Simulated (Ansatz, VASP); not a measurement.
# C in VASP and in Ansatz

```
C
1.0
     0.00000    1.76575    1.76575
     1.76575    0.00000    1.76575
     1.76575    1.76575    0.00000
C
2
Direct
  0.50000 0.50000 0.50000
  0.75000 0.75000 0.75000
```

Alike in both runs: functional LDA; k mesh 10 × 10 × 10; occupations gaussian, width 0.1 eV; no spin polarisation.

Ansatz relaxed the structure, and its values are those at the end. VASP's run is a single point on that final structure, the one shown.

|  | VASP | Ansatz |
| --- | --- | --- |
| version | VASP 6.6.1 | Ansatz 0.2.0 |
| potentials or method | VASP PAW LDA potentials, release 64 (C_h), cutoff 910 eV | scalar-relativistic, plane waves, PAW |
| valence electrons in the cell | 8 | 8 |

```csv
,VASP,Ansatz,Ansatz less VASP
gap on the k mesh at the Fermi level (eV),4.21,4.21,+0.005
least direct gap on the mesh (eV),5.63,5.62,-0.004
```

Ansatz warns that its potentials were made for another functional, while VASP's fit it. LDA's correlation is that of Perdew and Zunger in VASP and of Perdew and Wang (1992) in Ansatz.

Noted on VASP's run: the cutoff is short for stress, so the pressure is rough.
